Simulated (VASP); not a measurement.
CaO:

```xyz
2
Lattice="0.0445 2.6512 2.6512 2.6512 0.0445 2.6512 2.6512 2.6512 0.0445" Properties=species:S:1:pos:R:3 pbc="T T T"
Ca    0.0071    0.0071    0.0071
O     1.3297    1.3297    1.3297
```

This cell differs from its parent crystal: strain along [111] +2.6%.

Base run:

```yaml
Program: VASP 6.6.1
Functional: PBE
Potentials_or_basis: VASP PAW PBE potentials, release 64 (Ca_sv, O)
Cutoff: 520 eV
k_mesh: 8 × 8 × 8
Occupations: fermi-dirac, width 0.02 eV
Spin: no spin polarisation
```

Its results: band gap on the k mesh 3.22 eV, indirect (least direct gap 3.79 eV); pressure -0.2 GPa.

Task: The run is repeated on the same cell with these changes: functional from PBE to r2SCAN; occupations from fermi-dirac, width 0.02 eV to gaussian, width 0.01 eV. What comes out?

Result: Band gap on the k mesh 3.63 eV, indirect (least direct gap 4.19 eV); pressure -1.2 GPa.

Caveats: the PAW data sets were made with another functional, which shifts forces and pressure a little (some runs).

A k mesh can miss the band edges.
